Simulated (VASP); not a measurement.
The system is Cd2SeO.

```
O Cd Se
1.0
     4.01694    0.00000    0.00000
     0.00000    4.01694    0.00000
     0.00000    0.00000    5.36109
O Cd Se
1 2 1
Direct
  0.00000 0.00000 0.00000
  0.00000 0.50000 0.81257
  0.50000 0.00000 0.18743
  0.50000 0.50000 0.50000
```

Base run:

| Item | Value |
| --- | --- |
| Program | VASP 6.6.1 |
| Functional | r2SCAN |
| Potentials or basis | VASP PAW PBE potentials, release 64 (O, Cd, Se) |
| Cutoff | 520 eV |
| k mesh | 6 × 6 × 6 |
| Occupations | fermi-dirac, width 0.02 eV |
| Spin | no spin polarisation |

Its results: band gap on the k mesh zero (filled and empty bands touch); pressure 0.6 GPa; largest force 0.054 eV/Å.

**Question.** The run is repeated on the same cell with these changes: functional from r2SCAN to PBE. What comes out?

**Answer.** Band gap on the k mesh zero (filled and empty bands touch); pressure 3.0 GPa; largest force 0.131 eV/Å.

Caveats: the PAW data sets were made with another functional, which shifts forces and pressure a little (some runs).
